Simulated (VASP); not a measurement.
# Al8H in VASP: further runs, part 2 of 2

VASP 6.6.1.

### 3 Single point, PBE

The input, INCAR:

```
ALGO = Normal ; DIPOL = 0.5 0.5 0.291
EDIFF = 1E-6 ; ENCUT = 520
GGA = PE ; IDIPOL = 3
ISIF = 2 ; ISMEAR = 0
LASPH = T ; LCHARG = F
LDIPOL = T ; LREAL = Auto
LWAVE = F ; NBANDS = 40
NELM = 60 ; PREC = Accurate
SIGMA = 0.1
```

The input, KPOINTS:

```
k-points
0
Gamma
  5 4 1
```

The input, POSCAR:

```
Al8H
1.0
    5.7135165837      0.0000000000      0.0000000000
    0.0000000000      8.0801326415      0.0000000000
    0.0000000000      0.0000000000     22.2432786975
Al H
16 2
Direct
    0.2500000000      0.2500000000      0.1798296040
    0.2500000000      0.7500000000      0.1798296040
    0.7500000000      0.2500000000      0.1798296040
    0.7500000000      0.7500000000      0.1798296040
    0.0000000000      0.0000000000      0.2440458181
    0.0000000000      0.5000000000      0.2440458181
    0.5000000000      0.0000000000      0.2440458181
    0.5000000000      0.5000000000      0.2440458181
    0.2500000000      0.2500000000      0.3102598702
    0.2500000000      0.7500000000      0.3102598702
    0.7500000000      0.2500000000      0.3102598702
    0.7500000000      0.7500000000      0.3102598702
    0.0000000000      0.0000000000      0.3705963860
    0.0000000000      0.5000000000      0.3705963860
    0.5000000000      0.0000000000      0.3705963860
    0.5000000000      0.5000000000      0.3705963860
    0.7500000000     -0.1639824566      0.4052135847
    0.7500000000      0.1639824566      0.4052135847
```

Potentials or basis: VASP PAW PBE potentials, release 64 (Al, H).

Command:

```console
$ cat potpaw_PBE.64/Al/POTCAR potpaw_PBE.64/H/POTCAR > POTCAR
$ mpirun -np 1 vasp_std > vasp.out
```

OUTCAR:

```text
EDIFF = 1E-6
   ENCUT = 520
   GGA = PE
   ISIF = 2
   ISMEAR = 0
   LASPH = T
   LREAL = Auto
   NELM = 60
   PREC = Accurate

 ion  position               nearest neighbor table
   1  0.250  0.250  0.180-   3 2.86   3 2.86   6 2.86   7 2.86   8 2.86   5 2.86   9 2.90
   2  0.250  0.750  0.180-   4 2.86   4 2.86   6 2.86   7 2.86   8 2.86   5 2.86  10 2.90
   3  0.750  0.250  0.180-   1 2.86   1 2.86   6 2.86   7 2.86   8 2.86   5 2.86  11 2.90
   4  0.750  0.750  0.180-   2 2.86   2 2.86   6 2.86   7 2.86   8 2.86   5 2.86  12 2.90
   5  0.000  0.000  0.244-  13 2.81   7 2.86   7 2.86   4 2.86   1 2.86   2 2.86   3 2.86  11 2.88
                            12 2.88   9 2.88  10 2.88
   6  0.000  0.500  0.244-  14 2.81   8 2.86   8 2.86   4 2.86   1 2.86   2 2.86   3 2.86  11 2.88
                            12 2.88   9 2.88  10 2.88
   7  0.500  0.000  0.244-  15 2.81   5 2.86   5 2.86   4 2.86   1 2.86   2 2.86   3 2.86  11 2.88
                            12 2.88   9 2.88  10 2.88
   8  0.500  0.500  0.244-  16 2.81   6 2.86   6 2.86   4 2.86   1 2.86   2 2.86   3 2.86  11 2.88
                            12 2.88   9 2.88  10 2.88
   9  0.250  0.250  0.310-  13 2.81  14 2.81  15 2.81  16 2.81  11 2.86  11 2.86   7 2.88   8 2.88
                             5 2.88   6 2.88   1 2.90
  10  0.250  0.750  0.310-  13 2.81  14 2.81  15 2.81  16 2.81  12 2.86  12 2.86   7 2.88   8 2.88
                             5 2.88   6 2.88   2 2.90
  11  0.750  0.250  0.310-  13 2.81  14 2.81  15 2.81  16 2.81   9 2.86   9 2.86   7 2.88   8 2.88
                             5 2.88   6 2.88   3 2.90
  12  0.750  0.750  0.310-  13 2.81  14 2.81  15 2.81  16 2.81  10 2.86  10 2.86   7 2.88   8 2.88
                             5 2.88   6 2.88   4 2.90
  13  0.000  0.000  0.371-  17 2.09  18 2.09  11 2.81  12 2.81   9 2.81  10 2.81   5 2.81  15 2.86
                            15 2.86
  14  0.000  0.500  0.371-   9 2.81  10 2.81  11 2.81  12 2.81   6 2.81  16 2.86  16 2.86
  15  0.500  0.000  0.371-  17 2.09  18 2.09  11 2.81  12 2.81   9 2.81  10 2.81   7 2.81  13 2.86
                            13 2.86
  16  0.500  0.500  0.371-   9 2.81  10 2.81  11 2.81  12 2.81   8 2.81  14 2.86  14 2.86
  17  0.750  0.836  0.405-  13 2.09  15 2.09
  18  0.750  0.164  0.405-  13 2.09  15 2.09

  LATTYP: Found a simple orthorhombic cell.
 ALAT       =     5.7135165837
 B/A-ratio  =     1.4142135624
 C/A-ratio  =     3.8930977747

  Lattice vectors:

 A1 = (   5.7135165837,   0.0000000000,   0.0000000000)
 A2 = (   0.0000000000,   8.0801326415,   0.0000000000)
 A3 = (   0.0000000000,   0.0000000000,  22.2432786975)

Analysis of symmetry for initial positions (statically):
=====================================================================
 Subroutine PRICEL returns:
 Original cell was already a primitive cell.

 Routine SETGRP: Setting up the symmetry group for a
 simple orthorhombic supercell.

 Subroutine GETGRP returns: Found  4 space group operations
 (whereof  2 operations were pure point group operations)
 out of a pool of  8 trial point group operations.

The static configuration has the point symmetry C_1h.
 The point group associated with its full space group is C_2v.

Analysis of symmetry for dynamics (positions and initial velocities):
=====================================================================
 Subroutine PRICEL returns:
 Original cell was already a primitive cell.

 Routine SETGRP: Setting up the symmetry group for a
 simple orthorhombic supercell.

 Subroutine GETGRP returns: Found  4 space group operations
 (whereof  2 operations were pure point group operations)
 out of a pool of  8 trial point group operations.

The dynamic configuration has the point symmetry C_1h.
[... 108 lines left out ...]
   ISTART =      0    job   : 0-new  1-cont  2-samecut
   ICHARG =      2    charge: 1-file 2-atom 10-const
   ISPIN  =      1    spin polarized calculation?
   LNONCOLLINEAR =      F non collinear calculations
   LSORBIT =      F    spin-orbit coupling
   LASPH  =      T    aspherical Exc in radial PAW
   ENCUT  =  520.0 eV  38.22 Ry    6.18 a.u.  10.62 15.02 41.36*2*pi/ulx,y,z
   NELM   =     60;   NELMIN=  2; NELMDL= -5     # of ELM steps
   EDIFF  = 0.1E-05   stopping-criterion for ELM
   LREAL  =      T    real-space projection
   EDIFFG = 0.1E-04   stopping-criterion for IOM
   NSW    =      0    number of steps for IOM
   IBRION =     -1    ionic relax: 0-MD 1-quasi-New 2-CG
   NFREE  =      0    steps in history (QN), initial steepest desc. (CG)
   ISIF   =      2    stress and relaxation
   ISYM   =      2    0-nonsym 1-usesym 2-fastsym
   POTIM  = 0.5000    time-step for ionic-motion
   TEBEG  =    0.0;   TEEND  =   0.0 temperature during run
   PSTRESS=    0.0 pullay stress
   NELECT =      50.0000    total number of electrons
   NUPDOWN=      -1.0000    fix difference up-down
   EMIN   =  10.00;   EMAX   =-10.00  energy-range for DOS
   EFERMI =   0.00;   METHOD = LEGACY
   ISMEAR =     0;   SIGMA  =   0.10  broadening in eV -4-tet -1-fermi 0-gaus
   EFERMI_NEDOS =   21; number of points for ismear=-14 and -15
   IALGO  =     38    algorithm
   IMIX   =      4    mixing-type and parameters
     AMIX     =   0.40;   BMIX     =  1.00
     AMIX_MAG =   1.60;   BMIX_MAG =  1.00
  volume/ion in A,a.u.               =      57.05       384.99
  Fermi-wavevector in a.u.,A,eV,Ry     =   0.597803  1.129683  4.862288  0.357368
  Thomas-Fermi vector in A             =   1.648667
   LORBIT       =      0    0 simple, 1 ext, 2 COOP (PROOUT), +10 PAW based schemes
   GGA     = PE    functional components
   LHFCALC =     F    Hartree Fock is set to
   AEXX    =    0.0000 exact exchange contribution
   IVDW    =     0    specifies the selected vdW correction
   LEPSILON=     F    determine dielectric tensor
   LRPA    =     F    only Hartree local field effects (RPA)
 non-spin polarized calculation
 Gauss-broadening in eV      SIGMA  =   0.10
  energy-cutoff  :      520.00
  volume of cell :     1026.88
 maximum number of plane-waves:     27706
   NGX = 21   NGY = 31   NGZ = 83

 dipolmoment           0.000000      0.000000     -0.173922 electrons x Angstroem

 number of electron      49.9999998 magnetization

 dipolmoment           0.000000      0.000000      0.016162 electrons x Angstroem

 Free energy of the ion-electron system (eV)
  ---------------------------------------------------
  ext. energy  EPLUGINS =         0.00000000
  ---------------------------------------------------
  free energy    TOTEN  =       -60.34055117 eV

  energy without entropy =      -60.30010533  energy(sigma->0) =      -60.32032825

 E-fermi :  -0.8902     XC(G=0):  -3.6015

 val. band max:       -0.8965616856   @ k =   0.2000   0.5000   0.0000
 cond. band min:      -0.8677566669   @ k =   0.0000   0.2500   0.0000
 fundamental gap:      0.0288050187
 Fermi energy:        -0.8902461146

 k-point     1 :       0.0000    0.0000    0.0000
  band No.  band energies     occupation
      1     -11.2242      2.00000
      2      -9.2448      2.00000
      3      -8.9464      2.00000
      4      -8.8623      2.00000
      5      -7.1166      2.00000
      6      -6.9287      2.00000
[... 349 lines left out ...]
     36       1.7050      0.00000
     37       2.1442      0.00000
 [bands above 37 left out]

------------------------ aborting loop because EDIFF is reached ----------------------------------------

 vacuum level on the upper side and lower side of the slab       (xc-potential included)        -0.074        -0.114

  FORCE on cell =-STRESS in cart. coord.  units (eV):
  Direction    XX          YY          ZZ          XY          YZ          ZX
  --------------------------------------------------------------------------------------
  -------------------------------------------------------------------------------------
  Total      -12.4636769     -3.8752043     -3.1411456      0.0000000      0.0000000      0.0000000
  in kB      -19.4462551     -6.0462263     -4.9009228      0.0000000      0.0000000      0.0000000
  external PRESSURE =     -10.1311347 kB  Pullay stress =       0.0000000 kB

 VOLUME and BASIS-vectors are now :
 -----------------------------------------------------------------------------
  energy-cutoff  :      520.00
  volume of cell :     1026.88
      direct lattice vectors                 reciprocal lattice vectors
     5.713516584  0.000000000  0.000000000     0.175023558  0.000000000  0.000000000
     0.000000000  8.080132642  0.000000000     0.000000000  0.123760345  0.000000000
     0.000000000  0.000000000 22.243278697     0.000000000  0.000000000  0.044957401

 POSITION                                       TOTAL-FORCE (eV/Angst)
 -----------------------------------------------------------------------------------
      1.42838      2.02003      4.00000         0.000000     -0.050436      0.296040
      1.42838      6.06010      4.00000         0.000000      0.050436      0.296040
      4.28514      2.02003      4.00000         0.000000     -0.014718      0.197927
      4.28514      6.06010      4.00000         0.000000      0.014718      0.197927
      0.00000      0.00000      5.42838         0.106849      0.000000     -0.124244
      0.00000      4.04007      5.42838        -0.006576      0.000000     -0.292444
[... 10 lines left out ...]
      4.28514      6.75513      9.01328         0.000000      0.768319     -0.674685
      4.28514      1.32500      9.01328         0.000000     -0.768319     -0.674685
 -----------------------------------------------------------------------------------
    total drift:                               -0.000000     -0.000000     -0.013021

  FREE ENERGIE OF THE ION-ELECTRON SYSTEM (eV)
  ---------------------------------------------------
  free  energy   TOTEN  =       -60.3405511748 eV

  energy  without entropy=      -60.3001053338  energy(sigma->0) =      -60.32032825

 vacuum level on the upper side and lower side of the slab         3.195         3.165
```

Wall time 6.3 min (1 thread of AMD EPYC 9R45 (Zen 5), shared host); peak memory 0.86 GiB.

Results:

```yaml
Free_energy: -60.3406 eV
Largest_force: 1.023 eV/Å
Band_gap_on_the_k_mesh: zero (bands 25 and 26 overlap by 0.37 eV)
```

Forces in eV/Å, atoms in the order of the input:
```
Al   0.000 -0.050  0.296
Al   0.000  0.050  0.296
Al   0.000 -0.015  0.198
Al   0.000  0.015  0.198
Al   0.107  0.000 -0.124
Al  -0.007  0.000 -0.292
Al  -0.107  0.000 -0.124
Al   0.007  0.000 -0.292
Al   0.000  0.034 -0.025
Al   0.000 -0.034 -0.025
Al   0.000  0.132  0.105
Al   0.000 -0.132  0.105
Al  -0.018  0.000  0.536
Al  -0.077  0.000 -0.019
Al   0.018  0.000  0.536
Al   0.077  0.000 -0.019
H    0.000  0.768 -0.675
H    0.000 -0.768 -0.675
```

### 4 Single point, PBE

The input, INCAR:

```
SYSTEM = Al8H
PREC = Accurate
ENCUT = 520
EDIFF = 1E-6
ISMEAR = 0
SIGMA = 0.1
LREAL = Auto
LASPH = .True.
NELM = 100
ALGO = Normal
ISIF = 2
LWAVE = .False.
LCHARG = .True.
LDIPOL = .True.
IDIPOL = 3
DIPOL = 0.5 0.5 0.294
GGA = PE
LELF = .True.
LVHAR = .True.
LVACPOTAV = .True.
NBANDS = 40
```

The input, KPOINTS:

```
Automatic mesh
0
Gamma
  5 4 1
  0 0 0
```

POSCAR: that of step 3 with these lines changed.

```diff
@@ -24,3 +24,3 @@
     0.5000000000      0.5000000000      0.3705963860
-    0.7500000000     -0.1639824566      0.4052135847
-    0.7500000000      0.1639824566      0.4052135847
+    0.7500000000     -0.1639824566      0.4339863214
+    0.7500000000      0.1639824566      0.4339863214
```

Command:

```console
$ cat potpaw_PBE.64/Al/POTCAR potpaw_PBE.64/H/POTCAR > POTCAR
$ mpirun -np 1 vasp_std > vasp.out
```

Wall time 6.1 min (1 thread of AMD EPYC 9R45 (Zen 5), shared host); peak memory 0.86 GiB.

Results (log left out):

* Free energy: -59.0427 eV
* Largest force: 1.359 eV/Å
* Band gap on the k mesh: zero (bands 25 and 26 overlap by 0.48 eV)

Forces on the atoms (eV/Å):
```
Al   0.000 -0.039  0.315
Al   0.000  0.039  0.315
Al   0.000  0.001  0.186
Al   0.000 -0.001  0.186
Al   0.143  0.000 -0.261
Al   0.005  0.000 -0.299
Al  -0.143  0.000 -0.261
Al  -0.005  0.000 -0.299
Al   0.000  0.028  0.010
Al   0.000 -0.028  0.010
Al   0.000  0.086  0.048
Al   0.000 -0.086  0.048
Al  -0.460  0.000  1.188
Al  -0.081  0.000  0.070
Al   0.460  0.000  1.188
Al   0.081  0.000  0.070
H    0.000  0.517 -1.257
H    0.000 -0.517 -1.257
```

Levels at points of the mesh, in eV from the Fermi level:
```csv
k point,band 22,band 23,band 24,band 25,band 26,band 27,band 28,band 29
"(0.00, 0.00, 0.00)",-1.23,-0.74,-0.66,-0.32,-0.32,-0.11,0.33,0.57
"(0.00, 0.50, 0.00)",-0.93,-0.93,-0.85,-0.55,-0.13,0.24,0.28,0.32
```

### 5 Overview

```csv
cell,gap on the mesh (eV),largest force (eV/Å)
"as given, atomic positions A",none,4.87
"as given, atomic positions B",none,1.02
"as given, atomic positions C",none,1.36
```

Alike in all rows: task single point; level PBE; potentials or basis VASP PAW PBE potentials, release 64 (Al, H); no spin polarisation; k mesh 5 × 4 × 1; cutoff (eV) 520; smearing gaussian 0.1 eV.

Absolute energies hang on the potentials; compare differences alone.
